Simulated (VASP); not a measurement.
Pt:

```
Pt
1.0
    -1.58422    1.58422    1.58422
     1.58422   -1.58422    1.58422
     1.58422    1.58422   -1.58422
Pt
1
Direct
  0.00000 0.00000 0.00000
```

Base run:

* Program: VASP 6.6.1
* Functional: BLYP
* Potentials or basis: VASP PAW PBE potentials, release 64 (Pt)
* Cutoff: 520 eV
* k mesh: 12 × 12 × 12
* Occupations: fermi-dirac, width 0.05 eV
* Spin: no spin polarisation

Its results: band gap on the k mesh zero (band 5 reaches 11.67 eV, above the bottom of band 6 at 9.51 eV); pressure 13.6 GPa.

Task: The run is repeated on the same cell with these changes: functional from BLYP to LDA; potentials or basis from VASP PAW PBE potentials, release 64 (Pt) to VASP PAW LDA potentials, release 64 (Pt). What comes out?

Result: Band gap on the k mesh zero (band 5 reaches 10.93 eV, above the bottom of band 6 at 8.82 eV); pressure -15.6 GPa.

Caveats: spin-orbit coupling is left out, which moves the levels of the heavy elements; the PAW data sets were made with another functional, which shifts forces and pressure a little (some runs).
